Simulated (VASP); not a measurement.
The system is Bi.

```
Bi
1.0
    -1.95465    1.95465    1.95465
     1.95465   -1.95465    1.95465
     1.95465    1.95465   -1.95465
Bi
1
Direct
  0.00000 0.00000 0.00000
```

This cell differs from its parent crystal: volume scaled by 0.96.

Base run:

| Property | Result |
| --- | --- |
| Program | VASP 6.6.1 |
| Functional | PBEsol |
| Potentials or basis | VASP PAW PBE potentials, release 64 (Bi_d) |
| Cutoff | 520 eV |
| k mesh | 9 × 9 × 9 |
| Occupations | fermi-dirac, width 0.05 eV |
| Spin | no spin polarisation |

Its results: pressure 0.2 GPa.

Problem. The run is repeated on the same cell with these changes: functional from PBEsol to r2SCAN; further incar settings from ALGO = Fast; EDIFF = 1e-07; NBANDS = 14 to ALGO = Normal; EDIFF = 1e-07; NBANDS = 14. What comes out?

Solution. Pressure 2.6 GPa.

Caveats: the PAW data sets were made with another functional, which shifts forces and pressure a little.
